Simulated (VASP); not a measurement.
# ScAl3 (R-3m) in VASP: further runs, part 2 of 2

VASP 6.6.1. The steps go on from the part before.

## (4) Single point, PBEsol

Contents of INCAR:

```
  PREC = Accurate
  ENCUT = 520
  EDIFF = 1E-7
  ISMEAR = 0
  SIGMA = 0.15
  LREAL = False
  LASPH = True
  NELM = 100
  ALGO = Fast
  ISIF = 2
  LWAVE = False
  LCHARG = True
  GGA = PS
  LELF = True
  LVHAR = True
  NBANDS = 18
```

Contents of KPOINTS:

```
regular mesh
0
Gamma
  14 14 14
```

Contents of POSCAR:

```
ScAl3
1.0
    4.0736621426     -0.0973229863     -0.0973229863
   -0.0973229863      4.0736621426     -0.0973229863
   -0.0973229863     -0.0973229863      4.0736621426
Sc Al
1 3
Direct
    0.0000000000      0.0000000000      0.0000000000
    0.5000000000      0.0000000000      0.5000000000
    0.0000000000      0.5000000000      0.5000000000
    0.5000000000      0.5000000000      0.0000000000
```

Potentials or basis: VASP PAW PBE potentials, release 64 (Sc_sv, Al).

Command:

```sh
$ cat potpaw_PBE.64/Sc_sv/POTCAR potpaw_PBE.64/Al/POTCAR > POTCAR
$ mpirun -np 1 vasp_std > vasp.out
```

OUTCAR:

```text
PREC = Accurate
   ENCUT = 520
   EDIFF = 1E-7
   ISMEAR = 0
   LREAL = False
   LASPH = True
   NELM = 100
   ISIF = 2
   GGA = PS

 ion  position               nearest neighbor table
   1  0.000  0.000  0.000-   2 2.81   3 2.81   4 2.81   3 2.81   2 2.81   4 2.81   4 2.95   2 2.95
                             2 2.95   4 2.95   3 2.95   3 2.95
   2  0.500  0.000  0.500-   1 2.81   3 2.81   4 2.81   4 2.81   1 2.81   3 2.81   4 2.95   1 2.95
                             1 2.95   3 2.95   4 2.95   3 2.95
   3  0.000  0.500  0.500-   1 2.81   2 2.81   4 2.81   1 2.81   4 2.81   2 2.81   2 2.95   1 2.95
                             2 2.95   4 2.95   4 2.95   1 2.95
   4  0.500  0.500  0.000-   1 2.81   2 2.81   3 2.81   2 2.81   3 2.81   1 2.81   2 2.95   2 2.95
                             1 2.95   3 2.95   3 2.95   1 2.95

  LATTYP: Found a trigonal (rhomboedric) cell.
 ALAT       =     4.0759866020
 COS(alpha) =    -0.0471569688

  Lattice vectors:

 A1 = (   4.0736621426,  -0.0973229863,  -0.0973229863)
 A2 = (  -0.0973229863,   4.0736621426,  -0.0973229863)
 A3 = (  -0.0973229863,  -0.0973229863,   4.0736621426)

Analysis of symmetry for initial positions (statically):
=====================================================================
 Subroutine PRICEL returns:
 Original cell was already a primitive cell.

 Routine SETGRP: Setting up the symmetry group for a
 trigonal (rhombohedral) supercell.

 Subroutine GETGRP returns: Found 12 space group operations
 (whereof 12 operations were pure point group operations)
 out of a pool of 12 trial point group operations.

The static configuration has the point symmetry D_3d.

Analysis of symmetry for dynamics (positions and initial velocities):
=====================================================================
 Subroutine PRICEL returns:
 Original cell was already a primitive cell.

 Routine SETGRP: Setting up the symmetry group for a
 trigonal (rhombohedral) supercell.

 Subroutine GETGRP returns: Found 12 space group operations
 (whereof 12 operations were pure point group operations)
[... 123 lines left out ...]
   IALGO  =     68    algorithm
   IMIX   =      4    mixing-type and parameters
     AMIX     =   0.40;   BMIX     =  1.00
     AMIX_MAG =   1.60;   BMIX_MAG =  1.00
  volume/ion in A,a.u.               =      16.87       113.85
  Fermi-wavevector in a.u.,A,eV,Ry     =   1.091487  2.062611 16.209215  1.191344
  Thomas-Fermi vector in A             =   2.227733
   LORBIT       =      0    0 simple, 1 ext, 2 COOP (PROOUT), +10 PAW based schemes
   GGA     = PS    functional components
   LHFCALC =     F    Hartree Fock is set to
   AEXX    =    0.0000 exact exchange contribution
   IVDW    =     0    specifies the selected vdW correction
   LEPSILON=     F    determine dielectric tensor
   LRPA    =     F    only Hartree local field effects (RPA)
 non-spin polarized calculation
 RMM-DIIS sequential band-by-band and
 Gauss-broadening in eV      SIGMA  =   0.15
  energy-cutoff  :      520.00
  volume of cell :       67.48
 maximum number of plane-waves:      1839
   NGX = 15   NGY = 15   NGZ = 15

 number of electron      20.0000003 magnetization

 Free energy of the ion-electron system (eV)
  ---------------------------------------------------
  ext. energy  EPLUGINS =         0.00000000
  ---------------------------------------------------
  free energy    TOTEN  =       -20.65852084 eV

  energy without entropy =      -20.64303669  energy(sigma->0) =      -20.65077876

 E-fermi :   7.2603     XC(G=0): -10.5440

 val. band max:        7.2568411158   @ k =  -0.3571   0.2143  -0.0000
 cond. band min:       7.2685835590   @ k =   0.5000   0.1429   0.0714
 fundamental gap:      0.0117424432
 Fermi energy:         7.2603436330

 k-point     1 :       0.0000    0.0000    0.0000
  band No.  band energies     occupation
      1     -41.4019      2.00000
      2     -20.2124      2.00000
      3     -20.2124      2.00000
      4     -20.1962      2.00000
      5      -2.7739      2.00000
      6       4.6802      2.00000
[... 481 lines left out ...]
      5      -1.8085      2.00000
      6       1.8355      2.00000
[... 10 lines left out ...]
     17      12.2017      0.00000
     18      12.9831      0.00000

 [... further k-points ...]
[... 5 lines left out ...]
  --------------------------------------------------------------------------------------
  -------------------------------------------------------------------------------------
  Total        0.3636453      0.3636453      0.3636453      1.5581625      1.5581625      1.5581625
  in kB        8.6335555      8.6335555      8.6335555     36.9934176     36.9934176     36.9934176
  external PRESSURE =       8.6335555 kB  Pullay stress =       0.0000000 kB

 VOLUME and BASIS-vectors are now :
 -----------------------------------------------------------------------------
  energy-cutoff  :      520.00
  volume of cell :       67.48
      direct lattice vectors                 reciprocal lattice vectors
     4.073662143 -0.097322986 -0.097322986     0.245766785  0.006015271  0.006015271
    -0.097322986  4.073662143 -0.097322986     0.006015271  0.245766785  0.006015271
    -0.097322986 -0.097322986  4.073662143     0.006015271  0.006015271  0.245766785

 POSITION                                       TOTAL-FORCE (eV/Angst)
 -----------------------------------------------------------------------------------
      0.00000      0.00000      0.00000         0.000000      0.000000     -0.000000
      1.98817     -0.09732      1.98817         0.000000     -0.000000      0.000000
     -0.09732      1.98817      1.98817         0.000000      0.000000      0.000000
      1.98817      1.98817     -0.09732        -0.000000      0.000000     -0.000000
 -----------------------------------------------------------------------------------
    total drift:                                0.000000     -0.000000      0.000000

  FREE ENERGIE OF THE ION-ELECTRON SYSTEM (eV)
  ---------------------------------------------------
  free  energy   TOTEN  =       -20.6585208363 eV

  energy  without entropy=      -20.6430366924  energy(sigma->0) =      -20.65077876
```

Wall time 12 min (1 thread of Intel Xeon Platinum 8375C at 2.90GHz (Ice Lake), shared host); peak memory 0.42 GiB.

What came out:

- Free energy: -20.6585 eV
- Pressure: 0.9 GPa
- Band gap on the k mesh: zero (bands 10 and 11 overlap by 3.08 eV)

Levels at points of the mesh, in eV from the Fermi level:
```tsv
k point	band 6	band 7	band 8	band 9	band 10	band 11	band 12	band 13	band 14	band 15
(0.00, 0.00, 0.00)	-2.58	-2.58	-1.87	-1.87	-1.49	1.07	1.32	1.32	1.54	4.59
(0.50, 0.00, 0.00)	-7.31	-1.83	-1.61	-1.39	0.51	0.95	1.58	1.60	1.62	2.26
(0.50, 0.50, 0.00)	-5.85	-5.31	-4.33	-0.62	-0.47	1.20	1.48	2.16	2.55	3.30
(0.50, 0.50, 0.50)	-5.01	-4.47	-4.25	-3.10	-3.10	-2.46	1.00	2.65	2.65	4.01
```

Caveat: the PAW data sets were made with another functional, which shifts forces and pressure a little.

## (5) Single point, PBEsol

Contents of INCAR:

```
  ALGO = Fast
  EDIFF = 1E-6
  ENCUT = 520
  GGA = PS
  ISIF = 2
  ISMEAR = 0
  LASPH = True
  LCHARG = True
  LELF = True
  LREAL = False
  LVHAR = True
  LWAVE = False
  NBANDS = 18
  NELM = 80
  PREC = Accurate
  SIGMA = 0.15
```

Contents of KPOINTS:

```
k-points
0
Gamma
  14 14 14
```

Contents of POSCAR:

```
ScAl3
1.0
    4.0740013405      0.1058182166      0.1058182166
    0.1058182166      4.0740013405      0.1058182166
    0.1058182166      0.1058182166      4.0740013405
Sc Al
1 3
Direct
    0.0000000000      0.0000000000      0.0000000000
    0.5000000000      0.0000000000      0.5000000000
    0.0000000000      0.5000000000      0.5000000000
    0.5000000000      0.5000000000      0.0000000000
```

Command:

```sh
$ cat potpaw_PBE.64/Sc_sv/POTCAR potpaw_PBE.64/Al/POTCAR > POTCAR
$ mpirun -np 1 vasp_std > vasp.out
```

It took 8.6 min on 1 thread of Intel Xeon Platinum 8375C at 2.90GHz (Ice Lake), shared host; peak memory 0.42 GiB.

The run converged. Its results:

```
Free energy            : -20.6408 eV
Pressure               : 1.0 GPa
Band gap on the k mesh : zero (bands 10 and 11 overlap by 3.30 eV)
```

Stress tensor (GPa, compression positive):
```
 1.02 -4.07 -4.07
-4.07  1.02 -4.07
-4.07 -4.07  1.02
```

Levels at points of the mesh, in eV from the Fermi level:
| k point | band 7 | band 8 | band 9 | band 10 | band 11 | band 12 | band 13 | band 14 |
| --- | --- | --- | --- | --- | --- | --- | --- | --- |
| (0.00, 0.00, 0.00) | -2.58 | -2.03 | -1.60 | -1.60 | 1.13 | 1.28 | 1.28 | 1.56 |
| (0.50, 0.00, 0.00) | -1.80 | -1.66 | -1.38 | 0.51 | 0.91 | 1.57 | 1.60 | 1.64 |
| (0.50, 0.50, 0.00) | -5.29 | -4.34 | -0.72 | -0.40 | 1.15 | 1.48 | 2.15 | 2.55 |
| (0.50, 0.50, 0.50) | -4.48 | -4.47 | -3.30 | -2.68 | -2.68 | 1.01 | 2.64 | 2.64 |

Caveat: the PAW data sets were made with another functional, which shifts forces and pressure a little.

## (6) The runs side by side

```csv
cell,further INCAR settings,gap on the mesh (eV),pressure (GPa)
"a = 4.103 Å, angles 82.7°, 4 atoms",ALGO = Fast; EDIFF = 1e-07; NBANDS = 18,none,5.1
"a = 4.355 Å, angles 67.3°, 4 atoms",ALGO = Fast; EDIFF = 1e-07; NBANDS = 18,none,39.0
"a = 4.076 Å, angles 92.7°, 4 atoms",ALGO = Fast; EDIFF = 1e-07; NBANDS = 18,none,0.9
"a = 4.077 Å, angles 87.0°, 4 atoms",ALGO = Fast; EDIFF = 1e-06; NBANDS = 18,none,1.0
```

Alike in all rows: task single point; level PBEsol; potentials or basis VASP PAW PBE potentials, release 64 (Sc_sv, Al); no spin polarisation; k mesh 14 × 14 × 14; cutoff (eV) 520; smearing gaussian 0.15 eV.

Caveats: the PAW data sets were made with another functional, which shifts forces and pressure a little; the cell stands under pressure (at least some runs).

Total energies depend on the potentials used, so only differences within one code and one set of settings carry meaning.
